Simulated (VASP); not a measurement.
# Al (I4/mmm) in VASP: further runs

Al is run at these levels: r2SCAN; tasks: single point.

Program: VASP 6.6.1. These are calculated values, not measurements. Logs are shortened: lines on timing, memory, paths and dates and some standing lists are left out, and cuts for length are marked.

## (1) The cell of the first run

The structure is tetragonal, space group I4/mmm (No. 139). Conventional cell: a = 2.823 Å, b = 2.823 Å, c = 4.112 Å, α = 90.00°, β = 90.00°, γ = 90.00°. Al (site symmetry 4/mmm) has 12 Al at 2.82 to 2.87 Å within 3.7 Å.

## (2) Single point, r2SCAN (strain along c alone, the other axes held: +3.0 %)

The input, POSCAR:

```
Al
1.0
    1.9963396846      1.9963396846      0.0000000000
   -1.9963396846      1.9963396846      0.0000000000
    0.0000000000      0.0000000000      4.1124597503
Al
2
Direct
    0.0000000000      0.0000000000      0.0000000000
    0.5000000000      0.5000000000      0.5000000000
```

The input, INCAR.step1:

```
PREC = Accurate
ENCUT = 520
ISMEAR = 0
SIGMA = 0.1
LREAL = False
LASPH = True
NELM = 60
NBANDS = 10
GGA = PE
ALGO = Normal
EDIFF = 1E-4
LWAVE = True
LCHARG = False
```

The input, INCAR.step2:

```
PREC = Accurate
ENCUT = 520
EDIFF = 1E-6
ISMEAR = 0
SIGMA = 0.1
LREAL = False
LASPH = True
NELM = 60
ALGO = Normal
ISIF = 2
LWAVE = False
LCHARG = False
METAGGA = R2SCAN
LMIXTAU = True
NBANDS = 10
ISTART = 1
```

The input, KPOINTS:

```
regular mesh
0
Gamma
  18 18 14
```

Potentials or basis: VASP PAW PBE potentials, release 64 (Al).

Command:

```sh
$ cat potpaw_PBE.64/Al/POTCAR > POTCAR
$ cp INCAR.step1 INCAR
$ mpirun -np 1 vasp_std > vasp.out
$ cp INCAR.step2 INCAR
$ mpirun -np 1 vasp_std > vasp.out
```

OUTCAR:

```text
PREC = Accurate
   ENCUT = 520
   EDIFF = 1E-6
   ISMEAR = 0
   LREAL = False
   LASPH = True
   NELM = 60
   ISIF = 2
   METAGGA = R2SCAN
   ISTART = 1

 ion  position               nearest neighbor table
   1  0.000  0.000  0.000-   2 2.87   2 2.87   2 2.87   2 2.87   2 2.87   2 2.87   2 2.87   2 2.87

   2  0.500  0.500  0.500-   1 2.87   1 2.87   1 2.87   1 2.87   1 2.87   1 2.87   1 2.87   1 2.87

  LATTYP: Found a simple tetragonal cell.
 ALAT       =     2.8232506571
 C/A-ratio  =     1.4566399693

  Lattice vectors:

 A1 = (   1.9963396846,   1.9963396846,   0.0000000000)
 A2 = (  -1.9963396846,   1.9963396846,   0.0000000000)
 A3 = (   0.0000000000,   0.0000000000,   4.1124597503)

Analysis of symmetry for initial positions (statically):
=====================================================================
 Subroutine PRICEL returns following result:

  LATTYP: Found a body centered tetragonal cell.
 ALAT       =     2.8232506571
 C/A-ratio  =     1.4566399693

  Lattice vectors:

 A1 = (   1.9963396846,   0.0000000000,  -2.0562298752)
 A2 = (  -1.9963396846,   0.0000000000,  -2.0562298751)
 A3 = (   0.0000000000,   1.9963396846,   2.0562298751)

   2 primitive cells build up your supercell.

 Routine SETGRP: Setting up the symmetry group for a
 simple tetragonal supercell.

 Subroutine GETGRP returns: Found 16 space group operations
 (whereof 16 operations were pure point group operations)
 out of a pool of 16 trial point group operations.

The static configuration has the point symmetry D_4h.

Analysis of symmetry for dynamics (positions and initial velocities):
=====================================================================
 Subroutine PRICEL returns following result:

  LATTYP: Found a body centered tetragonal cell.
 ALAT       =     2.8232506571
 C/A-ratio  =     1.4566399693

  Lattice vectors:

 A1 = (   1.9963396846,   0.0000000000,  -2.0562298752)
 A2 = (  -1.9963396846,   0.0000000000,  -2.0562298751)
 A3 = (   0.0000000000,   1.9963396846,   2.0562298751)

   2 primitive cells build up your supercell.

 Routine SETGRP: Setting up the symmetry group for a
 simple tetragonal supercell.

 Subroutine GETGRP returns: Found 16 space group operations
 (whereof 16 operations were pure point group operations)
 out of a pool of 16 trial point group operations.

The dynamic configuration has the point symmetry D_4h.

 Subroutine INISYM returns: Found 16 space group operations
 (whereof 16 operations are pure point group operations),
 and found     2 'primitive' translations

----------------------------------------------------------------------------------------

                                     Primitive cell

  volume of cell :      16.3897

  direct lattice vectors                    reciprocal lattice vectors
     1.996339685  0.000000000 -2.056229875     0.250458378  0.250458378 -0.243163474
    -1.996339685  0.000000000 -2.056229875    -0.250458378  0.250458378 -0.243163474
     0.000000000  1.996339685  2.056229875     0.000000000  0.500916757  0.000000000

  length of vectors
     2.865912322  2.865912322  2.865912322     0.429636211  0.429636211  0.500916757

  position of ions in fractional coordinates (direct lattice)
     0.000000000  0.000000000  0.000000000

  ion indices of the primitive-cell ions
   primitive index   ion index
                 1           1

----------------------------------------------------------------------------------------

 KPOINTS: regular mesh

Automatic generation of k-mesh.
 Grid dimensions read from file:
 generate k-points for:   18   18   14

 Generating k-lattice:

  Cartesian coordinates                     Fractional coordinates (reciprocal lattice)
     0.013914354  0.013914354  0.000000000     0.055555556  0.000000000  0.000000000
    -0.013914354  0.013914354  0.000000000     0.000000000  0.055555556  0.000000000
     0.000000000  0.000000000  0.017368820     0.000000000  0.000000000  0.071428571

  Length of vectors
     0.019677869  0.019677869  0.017368820

  Shift w.r.t. Gamma in fractional coordinates (k-lattice)
     0.000000000  0.000000000  0.000000000

 Subroutine IBZKPT returns following result:
 ===========================================

 Found    440 irreducible k-points:

 Following reciprocal coordinates:
            Coordinates               Weight
  0.000000  0.000000  0.000000      1.000000
  0.055556  0.000000  0.000000      4.000000
  0.111111  0.000000  0.000000      4.000000
  0.166667  0.000000  0.000000      4.000000
  0.222222  0.000000  0.000000      4.000000
  0.277778  0.000000  0.000000      4.000000
[... 16 lines left out ...]
  0.277778  0.111111  0.000000      8.000000
  0.333333  0.111111  0.000000      8.000000
 [... further k-points ...]
   k-points           NKPTS =    440   k-points in BZ     NKDIM =    440   number of bands    NBANDS=     10
   number of dos      NEDOS =    301   number of ions     NIONS =      2
   total plane-waves  NPLWV =  18432
   dimension x,y,z NGX =    24 NGY =   24 NGZ =   32
   dimension x,y,z NGXF=    48 NGYF=   48 NGZF=   64
   ions per type =               2
   NGX,Y,Z   is equivalent  to a cutoff of  14.13, 14.13, 12.94 a.u.
   NGXF,Y,Z  is equivalent  to a cutoff of  28.26, 28.26, 25.87 a.u.
 SYSTEM =  unknown system
   PREC   = accura    normal or accurate (medium, high low for compatibility)
   ISTART =      1    job   : 0-new  1-cont  2-samecut
   ICHARG =      0    charge: 1-file 2-atom 10-const
   ISPIN  =      1    spin polarized calculation?
   LNONCOLLINEAR =      F non collinear calculations
   LSORBIT =      F    spin-orbit coupling
   LASPH  =      T    aspherical Exc in radial PAW
   ENCUT  =  520.0 eV  38.22 Ry    6.18 a.u.   5.25  5.25  7.65*2*pi/ulx,y,z
   NELM   =     60;   NELMIN=  2; NELMDL=  0     # of ELM steps
   EDIFF  = 0.1E-05   stopping-criterion for ELM
   LREAL  =      F    real-space projection
   EDIFFG = 0.1E-04   stopping-criterion for IOM
   NSW    =      0    number of steps for IOM
   IBRION =     -1    ionic relax: 0-MD 1-quasi-New 2-CG
   NFREE  =      0    steps in history (QN), initial steepest desc. (CG)
   ISIF   =      2    stress and relaxation
   ISYM   =      2    0-nonsym 1-usesym 2-fastsym
   POTIM  = 0.5000    time-step for ionic-motion
   TEBEG  =    0.0;   TEEND  =   0.0 temperature during run
   PSTRESS=    0.0 pullay stress
   NELECT =       6.0000    total number of electrons
   NUPDOWN=      -1.0000    fix difference up-down
   EMIN   =  10.00;   EMAX   =-10.00  energy-range for DOS
   EFERMI =   0.00;   METHOD = LEGACY
   ISMEAR =     0;   SIGMA  =   0.10  broadening in eV -4-tet -1-fermi 0-gaus
   EFERMI_NEDOS =   21; number of points for ismear=-14 and -15
   IALGO  =     38    algorithm
   IMIX   =      4    mixing-type and parameters
     AMIX     =   0.40;   BMIX     =  1.00
     AMIX_MAG =   1.60;   BMIX_MAG =  1.00
  volume/ion in A,a.u.               =      16.39       110.60
  Fermi-wavevector in a.u.,A,eV,Ry     =   0.929519  1.756537 11.755517  0.864006
  Thomas-Fermi vector in A             =   2.055811
   LORBIT       =      0    0 simple, 1 ext, 2 COOP (PROOUT), +10 PAW based schemes
   METAGGA = R2SCAN    functional components
   LHFCALC =     F    Hartree Fock is set to
   AEXX    =    0.0000 exact exchange contribution
   IVDW    =     0    specifies the selected vdW correction
   LEPSILON=     F    determine dielectric tensor
   LRPA    =     F    only Hartree local field effects (RPA)
 non-spin polarized calculation
 Gauss-broadening in eV      SIGMA  =   0.10
  energy-cutoff  :      520.00
  volume of cell :       32.78
 maximum number of plane-waves:       900
 NGX is ok and might be reduce to    24
   NGX = 11   NGY = 11   NGZ = 15

 number of electron       6.0000000 magnetization

 Free energy of the ion-electron system (eV)
  ---------------------------------------------------
  ext. energy  EPLUGINS =         0.00000000
  ---------------------------------------------------
  free energy    TOTEN  =       -13.46428721 eV

  energy without entropy =      -13.46057119  energy(sigma->0) =      -13.46242920

 E-fermi :   8.1078     XC(G=0): -10.9318

 val. band max:        8.1064762762   @ k =   0.0000   0.0000   0.1429
 cond. band min:       8.1139274472   @ k =   0.3889   0.1111   0.2857
 fundamental gap:      0.0074511710
 Fermi energy:         8.1078126377

 k-point     1 :       0.0000    0.0000    0.0000
  band No.  band energies     occupation
      1      -3.7995      2.00000
      2       4.6088      2.00000
      3       6.0170      2.00000
      4      13.8006      0.00000
      5      14.5126      0.00000
      6      14.5126      0.00000
      7      18.4417      0.00000
      8      21.2279      0.00000
      9      21.5750      0.00000
     10      21.5750      0.00000

 k-point     2 :       0.0556    0.0000    0.0000
  band No.  band energies     occupation
      1      -3.7386      2.00000
      2       4.6648      2.00000
      3       6.0746      2.00000
      4      12.5952      0.00000
      5      14.5645      0.00000
      6      15.3293      0.00000
      7      18.9812      0.00000
      8      20.5595      0.00000
      9      20.6199      0.00000
     10      21.6341      0.00000

 k-point     3 :       0.1111    0.0000    0.0000
  band No.  band energies     occupation
      1      -3.5559      2.00000
      2       4.8329      2.00000
      3       6.2454      2.00000
      4      10.9731      0.00000
      5      14.7201      0.00000
      6      15.9828      0.00000
      7      18.9075      0.00000
      8      19.4487      0.00000
      9      20.4016      0.00000
     10      21.8114      0.00000
[... 248 lines left out ...]
 k-point    23 :       0.2778    0.1111    0.0000
  band No.  band energies     occupation
      1      -2.0429      2.00000
      2       6.2351      2.00000
      3       6.2547      2.00000
      4       7.8711      1.99918
      5      12.8750      0.00000
      6      14.3414      0.00000
      7      15.5801      0.00000
      8      20.3321      0.00000
      9      20.5645      0.00000
     10      20.8511      0.00000

 k-point    24 :       0.3333    0.1111    0.0000
  band No.  band energies     occupation
      1      -1.3822      2.00000
      2       4.9092      2.00000
      3       6.8530      2.00000
      4       8.4498      0.00000
      5      12.9360      0.00000
      6      13.4596      0.00000
      7      14.3468      0.00000
      8      19.2580      0.00000
      9      20.9557      0.00000
     10      21.4933      0.00000

 [... further k-points ...]
[... 5 lines left out ...]
  --------------------------------------------------------------------------------------
  -------------------------------------------------------------------------------------
  Total       -0.3892133     -0.3892133     -0.9409723      0.0000000      0.0000000      0.0000000
  in kB      -19.0238179    -19.0238179    -45.9924844      0.0000000      0.0000000      0.0000000
  external PRESSURE =     -28.0133734 kB  Pullay stress =       0.0000000 kB

 VOLUME and BASIS-vectors are now :
 -----------------------------------------------------------------------------
  energy-cutoff  :      520.00
  volume of cell :       32.78
      direct lattice vectors                 reciprocal lattice vectors
     1.996339685  1.996339685  0.000000000     0.250458378  0.250458378  0.000000000
    -1.996339685  1.996339685  0.000000000    -0.250458378  0.250458378  0.000000000
     0.000000000  0.000000000  4.112459750     0.000000000  0.000000000  0.243163474

 POSITION                                       TOTAL-FORCE (eV/Angst)
 -----------------------------------------------------------------------------------
      0.00000      0.00000      0.00000         0.000000     -0.000000     -0.000000
      0.00000      1.99634      2.05623        -0.000000      0.000000      0.000000
 -----------------------------------------------------------------------------------
    total drift:                               -0.000000      0.000000     -0.000000

  FREE ENERGIE OF THE ION-ELECTRON SYSTEM (eV)
  ---------------------------------------------------
  free  energy   TOTEN  =       -13.4642872077 eV

  energy  without entropy=      -13.4605711877  energy(sigma->0) =      -13.46242920
```

Wall time 2.6 min (1 thread of Intel Xeon Platinum 8488C (Sapphire Rapids), shared host); peak memory 0.23 GiB.

Results:

- Free energy: -13.4643 eV
- Pressure: -2.8 GPa
- Band gap on the k mesh: zero (bands 3 and 4 overlap by 12.52 eV)

Stress tensor (GPa, compression positive):
```
-1.90  0.00  0.00
 0.00 -1.90  0.00
 0.00  0.00 -4.60
```

Levels at points of the mesh, in eV from the Fermi level:
```tsv
k point	band 1	band 2	band 3	band 4	band 5	band 6
(0.00, 0.00, 0.00)	-11.91	-3.50	-2.09	5.69	6.40	6.40
(0.50, 0.00, 0.00)	-7.06	-7.06	1.05	1.05	2.68	2.68
(0.50, 0.50, 0.00)	-3.04	-3.04	-1.46	-1.46	5.33	5.33
(0.00, 0.00, 0.50)	-9.60	-9.60	7.96	7.96	8.02	8.02
(0.50, 0.00, 0.50)	-5.05	-5.05	-4.56	-4.56	11.71	11.71
(0.50, 0.50, 0.50)	-0.91	-0.91	-0.91	-0.91	0.12	0.12
```

Caveat: the cell differs from its parent crystal (strain along c alone, the other axes held: +3.0 %); the PAW data sets were made with another functional, which shifts forces and pressure a little.

## (3) Single point, r2SCAN (biaxial strain in the a-b plane: -4.5 %)

The input, POSCAR:

```
Al
1.0
    1.9065043987      1.9065043987      0.0000000000
   -1.9065043987      1.9065043987      0.0000000000
    0.0000000000      0.0000000000      4.1004817120
Al
2
Direct
    0.0000000000      0.0000000000      0.0000000000
    0.5000000000      0.5000000000      0.5000000000
```

The input, INCAR.step1:

```
SYSTEM = Al
ALGO = Normal
EDIFF = 1E-4
ENCUT = 520
GGA = PE
ISMEAR = 0
LASPH = .True.
LCHARG = .False.
LREAL = .False.
LWAVE = .True.
NBANDS = 10
NELM = 80
PREC = Accurate
SIGMA = 0.1
```

The input, INCAR.step2:

```
SYSTEM = Al
ALGO = Normal
EDIFF = 1E-7
ENCUT = 520
ISIF = 2
ISMEAR = 0
ISTART = 1
LASPH = .True.
LCHARG = .False.
LMIXTAU = .True.
LREAL = .False.
LWAVE = .False.
METAGGA = R2SCAN
NBANDS = 10
NELM = 80
PREC = Accurate
SIGMA = 0.1
```

The input, KPOINTS:

```
k-points
0
Gamma
  18 18 14
  0 0 0
```

Potentials or basis: VASP PAW PBE potentials, release 64 (Al).

Command:

```sh
$ cat potpaw_PBE.64/Al/POTCAR > POTCAR
$ cp INCAR.step1 INCAR
$ mpirun -np 1 vasp_std > vasp.out
$ cp INCAR.step2 INCAR
$ mpirun -np 1 vasp_std > vasp.out
```

It took 3.9 min on 1 thread of Intel Xeon Platinum 8488C (Sapphire Rapids), shared host; peak memory 0.22 GiB.

The run converged. Its results:

| Item | Value |
| --- | --- |
| Free energy | -13.4094 eV |
| Pressure | 7.2 GPa |
| Band gap on the k mesh | zero (bands 3 and 4 overlap by 12.00 eV) |

Stress tensor (GPa, compression positive):
```
9.38 0.00 0.00
0.00 9.38 0.00
0.00 0.00 2.72
```

Levels at points of the mesh, in eV from the Fermi level:
| k point | band 1 | band 2 | band 3 | band 4 | band 5 | band 6 | band 7 | band 8 |
| --- | --- | --- | --- | --- | --- | --- | --- | --- |
| (0.00, 0.00, 0.00) | -12.56 | -4.15 | -2.72 | 6.16 | 7.60 | 7.60 | 11.98 | 13.40 |
| (0.50, 0.00, 0.00) | -7.27 | -7.27 | 0.80 | 0.80 | 2.53 | 2.53 | 12.11 | 12.11 |
| (0.50, 0.50, 0.00) | -2.95 | -2.95 | -1.16 | -1.16 | 5.26 | 5.26 | 5.84 | 5.84 |
| (0.00, 0.00, 0.50) | -10.24 | -10.24 | 7.37 | 7.37 | 8.42 | 8.42 | 9.52 | 9.52 |
| (0.50, 0.00, 0.50) | -5.39 | -5.39 | -4.63 | -4.63 | 11.56 | 11.56 | 12.15 | 12.15 |
| (0.50, 0.50, 0.50) | -0.84 | -0.84 | -0.84 | -0.84 | 0.16 | 0.16 | 2.49 | 2.49 |

Caveat: the cell differs from its parent crystal (biaxial strain in the a-b plane: -4.5 %); the cell stands under pressure; the PAW data sets were made with another functional, which shifts forces and pressure a little.

## (4) Single point, r2SCAN (biaxial strain in the a-b plane: -4.5 %, then relaxed in part)

Edit POSCAR of step 3 so:

```diff
@@ -4,3 +4,3 @@
    -1.9065043987      1.9065043987      0.0000000000
-    0.0000000000      0.0000000000      4.1004817120
+    0.0000000000      0.0000000000      4.1695731775
 Al
```

The input, INCAR.step1:

```
SYSTEM = Al
ALGO     = Normal         ! electronic algorithm
EDIFF    = 1E-4           ! SCF threshold, eV
ENCUT    = 520            ! plane-wave cutoff, eV
GGA      = PE             ! functional
ISMEAR   = 0              ! smearing method
LASPH    = .True.         ! aspherical terms in the spheres
LCHARG   = .False.        ! write CHGCAR
LREAL    = .False.        ! projectors in reciprocal space
LWAVE    = .True.         ! write WAVECAR
NBANDS   = 10             ! bands
NELM     = 60             ! most SCF steps
PREC     = Accurate       ! precision mode
SIGMA    = 0.1            ! smearing width, eV
```

The input, INCAR.step2:

```
SYSTEM = Al
ALGO     = Normal         ! electronic algorithm
EDIFF    = 1E-7           ! SCF threshold, eV
ENCUT    = 520            ! plane-wave cutoff, eV
ISIF     = 2              ! what is computed and relaxed
ISMEAR   = 0              ! smearing method
ISTART   = 1            
LASPH    = .True.         ! aspherical terms in the spheres
LCHARG   = .False.        ! write CHGCAR
LMIXTAU  = .True.       
LREAL    = .False.        ! projectors in reciprocal space
LWAVE    = .False.        ! write WAVECAR
METAGGA  = R2SCAN         ! meta-GGA
NBANDS   = 10             ! bands
NELM     = 60             ! most SCF steps
PREC     = Accurate       ! precision mode
SIGMA    = 0.1            ! smearing width, eV
```

KPOINTS is that of step 3.

Command:

```sh
$ cat potpaw_PBE.64/Al/POTCAR > POTCAR
$ cp INCAR.step1 INCAR
$ mpirun -np 1 vasp_std > vasp.out
$ cp INCAR.step2 INCAR
$ mpirun -np 1 vasp_std > vasp.out
```

It took 3.6 min on 1 thread of Intel Xeon Platinum 8488C (Sapphire Rapids), shared host; peak memory 0.22 GiB.

Results (log left out):

```
Free energy            : -13.4133 eV
Pressure               : 5.5 GPa
Band gap on the k mesh : zero (bands 3 and 4 overlap by 11.51 eV)
```

Stress tensor (GPa, compression positive):
```
 8.42  0.00  0.00
 0.00  8.42  0.00
 0.00  0.00 -0.37
```

Levels at points of the mesh, in eV from the Fermi level:
```
           k point  band 1  band 2  band 3  band 4  band 5  band 6
(0.00, 0.00, 0.00)  -12.42   -4.25   -2.93    6.32    7.76    7.76
(0.50, 0.00, 0.00)   -7.13   -7.13    0.73    0.73    2.31    2.31
(0.50, 0.50, 0.00)   -2.81   -2.81   -1.02   -1.02    5.23    5.23
(0.00, 0.00, 0.50)  -10.18  -10.18    6.90    6.90    8.49    8.49
(0.50, 0.00, 0.50)   -5.30   -5.30   -4.58   -4.58   11.24   11.24
(0.50, 0.50, 0.50)   -0.76   -0.76   -0.76   -0.76    0.28    0.28
```

Caveat: the cell differs from its parent crystal (biaxial strain in the a-b plane: -4.5 %, then relaxed in part); the cell stands under pressure; the PAW data sets were made with another functional, which shifts forces and pressure a little.

## (5) The runs side by side

```csv
cell,gap on the mesh (eV),pressure (GPa)
"a = 2.823, b = 2.823, c = 4.112 Å, 2 atoms",none,-2.8
"a = 2.696, b = 2.696, c = 4.100 Å, 2 atoms",none,7.2
"a = 2.696, b = 2.696, c = 4.170 Å, 2 atoms",none,5.5
```

Alike in all rows: task single point; level r2SCAN; potentials or basis VASP PAW PBE potentials, release 64 (Al); no spin polarisation; k mesh 18 × 18 × 14; cutoff (eV) 520; smearing gaussian 0.1 eV.

Caveats: the PAW data sets were made with another functional, which shifts forces and pressure a little; the cell stands under pressure (at least some runs).

Total energies depend on the potentials used, so only differences within one code and one set of settings carry meaning.
